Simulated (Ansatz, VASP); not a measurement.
# Two plane-wave programs on HfO2

Contents of INCAR:

```
PREC = Accurate
ENCUT = 520
EDIFF = 1E-6
ISMEAR = 0
SIGMA = 0.01
LREAL = F
LASPH = T
NELM = 80
ALGO = Normal
ISIF = 2
LWAVE = F
LCHARG = T
GGA = PS
LELF = T
LVHAR = T
NBANDS = 31
```

File KPOINTS:

```
Automatic mesh
0
Gamma
  4 4 6
```

POSCAR

```
HfO2
1.0
    4.7812234561      0.0000000000      0.0000000000
    0.0000000000      4.7812234561      0.0000000000
    0.0000000000      0.0000000000      3.1839064659
Hf O
2 4
Direct
    0.0000000000      0.0000000000      0.0000000000
    0.5000000000      0.5000000000      0.5000000000
    0.1949600000      0.8050400000      0.5000000000
    0.3050400000      0.3050400000      0.0000000000
    0.6949600000      0.6949600000      0.0000000000
    0.8050400000      0.1949600000      0.5000000000
```

Input for Ansatz:

```yaml
crystal:
  lattice:
    - [4.781223456115261, 0.0, 0.0]
    - [0.0, 4.781223456115261, 0.0]
    - [0.0, 0.0, 3.1839064658786755]
  atoms:
    - { symbol: Hf, position: [0.0, 0.0, 0.0] }
    - { symbol: Hf, position: [0.5, 0.5, 0.5] }
    - { symbol: O, position: [0.19496, 0.80504, 0.5] }
    - { symbol: O, position: [0.30504, 0.30504, 0.0] }
    - { symbol: O, position: [0.69496, 0.69496, 0.0] }
    - { symbol: O, position: [0.80504, 0.19496, 0.5] }
basis:
  ecutwfc: 500.0
kpoints:
  mp_grid:
    grid: [4, 4, 6]
hamiltonian:
  xc: pbesol
scf:
  occupations:
    method: fixed
output:
  stress: true
```

Alike in both runs: task single point; functional PBEsol; k mesh 4 × 4 × 6; no spin polarisation.

```csv
,VASP,Ansatz
version,VASP 6.6.1,Ansatz 0.2.0
potentials or method,"VASP PAW PBE potentials, release 64 (Hf_pv, O), cutoff 520 eV","plane waves, PAW"
occupations,"gaussian, width 0.01 eV",fixed
valence electrons in the cell,44,76
```

```tsv
	VASP	Ansatz	Ansatz less VASP
pressure (GPa)	4.0	6.9	+2.82
traceless stress, the component that is largest in VASP (GPa)	0.40	0.84	+0.442
```

VASP's potentials were made for PBE, not for PBEsol. VASP's potentials hold 44 valence electrons a cell and Ansatz's 76, so a difference there can come from the potentials and not from the codes.

Neither program's run includes spin-orbit coupling.
